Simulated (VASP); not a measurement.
## MoS2: single point with r2SCAN

Crystal: MoS2.

```xyz
3
Lattice="3.2275 0.0000 0.0000 -1.6137 2.7951 0.0000 0.0000 0.0000 6.3125" Properties=species:S:1:pos:R:3 pbc="T T T"
Mo    0.0000    0.0000    3.1562
S     0.0000    1.8634    1.6117
S     1.6137    0.9317    4.7008
```

```json
{"Program": "VASP 6.6.1", "Task": "single point", "Functional": "r2SCAN", "Potentials or basis": "VASP PAW PBE potentials, release 64 (Mo_sv, S)", "Cutoff": "520 eV", "k mesh": "8 × 8 × 4", "Occupations": "fermi-dirac, width 0.15 eV", "Spin": "collinear spin, zero start", "Starting moments": "[0.0, 0.0, 0.0] μB", "Dipole correction": "no", "Further INCAR settings": "ALGO = Normal; EDIFF = 1e-06; NBANDS = 24"}
```

| Quantity | Value |
| --- | --- |
| Pressure | 0.3 GPa |
| Largest force | 0.079 eV/Å |
| Band gap on the k mesh | zero (filled and empty bands overlap) |
| Net moment | 0.00 μB per cell |
| Valence electrons inside the program's atomic spheres | Mo 12.34; S 3.71 |

Forces on the atoms (eV/Å):
```
Mo   0.000  0.000  0.000
S    0.000  0.000 -0.079
S    0.000  0.000  0.079
```

Stress tensor (GPa, compression positive):
```
0.31 0.00 0.00
0.00 0.31 0.00
0.00 0.00 0.40
```

Levels at points of the mesh, in eV from the Fermi level:
Spin up:
```csv
k point,band 9,band 10,band 11,band 12,band 13,band 14,band 15,band 16,band 17,band 18
"(0.00, 0.00, 0.00)",-4.24,-2.00,-1.05,-0.97,-0.97,-0.40,-0.40,3.37,3.37,6.65
"(0.50, 0.00, 0.00)",-4.96,-4.33,-3.39,-1.91,-1.76,1.01,1.84,3.81,4.07,6.11
"(0.00, 0.00, 0.50)",-4.23,-3.77,-0.98,-0.98,-0.47,-0.47,-0.05,3.53,3.53,6.56
"(0.50, 0.00, 0.50)",-4.99,-4.39,-2.58,-2.13,-1.75,1.01,1.86,3.47,4.98,5.06
```
Spin down:
| k point | band 10 | band 11 | band 12 | band 13 | band 14 | band 15 | band 16 | band 17 |
| --- | --- | --- | --- | --- | --- | --- | --- | --- |
| (0.00, 0.00, 0.00) | -2.00 | -1.05 | -0.97 | -0.97 | -0.40 | -0.40 | 3.37 | 3.37 |
| (0.50, 0.00, 0.00) | -4.33 | -3.39 | -1.91 | -1.76 | 1.01 | 1.84 | 3.81 | 4.07 |
| (0.00, 0.00, 0.50) | -3.77 | -0.98 | -0.98 | -0.47 | -0.47 | -0.05 | 3.53 | 3.53 |
| (0.50, 0.00, 0.50) | -4.39 | -2.58 | -2.13 | -1.75 | 1.01 | 1.86 | 3.47 | 4.98 |

It took 9.5 min on 1 thread of AMD EPYC 7R13, with other jobs on the host, peak memory 0.21 GiB.

Caveat: the PAW data sets were made with another functional, which shifts forces and pressure a little.
